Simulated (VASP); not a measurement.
Runs of VASP 6.6.1 on NiO. The structure is that of space group Pm-3m (No. 221), or close to it. The cells are those of the table. 

```tsv
task	level	spin	fixed moment (μB)	cell	k mesh	cutoff (eV)	gap on the mesh (eV)	pressure (GPa)	moment (μB)
single point	PBE	collinear, ferromagnetic start	0.5	a = 2.505 Å, 2 atoms	9 × 9 × 9	520	-	(a)	0.50
single point	PBE	collinear, zero start	0.0	a = 2.505 Å, 2 atoms	9 × 9 × 9	520	-	23.8	0.00
relaxation of cell and atoms	PBE	collinear, ferromagnetic start	-	relaxed from a = 2.505 Å, 2 atoms	11 × 11 × 11	600	none	-0.2	0.00
single point	PBE	collinear, ferromagnetic start	-	a = 2.471 Å, 2 atoms	11 × 11 × 11	600	none	37.0	0.00
single point	PBE	collinear, ferromagnetic start	0.2	a = 2.505 Å, 2 atoms	9 × 9 × 9	520	-	23.9	0.20
single point	PBE	collinear, ferromagnetic start	-	a = 2.612 Å, 2 atoms	11 × 11 × 11	520	none	-0.1	1.96
single point	PBE+D3(BJ)	collinear, ferromagnetic start	-	a = 2.604 Å, 2 atoms	11 × 11 × 11	520	none	-0.8	1.94
single point	PBE	collinear, ferromagnetic start	-	a = 2.505 Å, 2 atoms	11 × 11 × 11	520	none	25.2	(b)
single point	PBE	collinear, ferromagnetic start	-	a = 2.554 Å, 2 atoms	11 × 11 × 11	520	none	13.0	1.65
single point	PBE	collinear, ferromagnetic start	1.5	a = 2.505 Å, 2 atoms	9 × 9 × 9	520	-	28.9	1.50
single point	PBE	collinear, ferromagnetic start	-	a = 2.521 Å, 2 atoms	11 × 11 × 11	520	none	20.1	0.98
single point	PBE	collinear, ferromagnetic start	1.0	a = 2.505 Å, 2 atoms	9 × 9 × 9	520	-	26.3	1.00
```

Alike in all rows: potentials or basis VASP PAW PBE potentials, release 64 (Ni, O); smearing fermi-dirac 0.05 eV.

**Question.** Fill in the values left out.

**Answer.** (a) 24.5; (b) 0.77.

Caveats: a cell with one magnetic atom can't hold antiferromagnetic order, which such compounds often take (some runs); semilocal functionals often make such compounds metallic where correlation or magnetic order opens a gap, which also shifts bond lengths (some runs); the total moment is fixed, so each spin has its own Fermi level (some runs); three body term missing (some runs); pairwise dispersion overbinds metals, which lowers pressure and volume (some runs).

A gap of «none» marks levels without a gap at the run's occupations.
